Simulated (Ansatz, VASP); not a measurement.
# Two plane-wave programs on Sn

```
Sn
1.0
    -1.89465    1.89465    1.89465
     1.89465   -1.89465    1.89465
     1.89465    1.89465   -1.89465
Sn
1
Direct
  0.00000 0.00000 0.00000
```

Alike in both runs: functional PBE; k mesh 7 × 7 × 7; occupations fermi-dirac, width 0.05 eV; non-collinear spin, spin-orbit coupling.

```csv
,VASP,Ansatz
version,VASP 6.6.1,Ansatz 0.2.0
potentials or method,"VASP PAW PBE potentials, release 64 (Sn_d)",Ansatz PAW
plane-wave cutoff (eV),520,420
valence electrons in the cell,14,14
task,single point,band structure
```

```tsv
	VASP	Ansatz	Ansatz less VASP
pressure (GPa)	1.0	1.0	+0.04
net moment per atom (μB)	0.00	0.00	0.000
```

With one functional, cell and mesh, what is left measures potentials, basis and numerics.
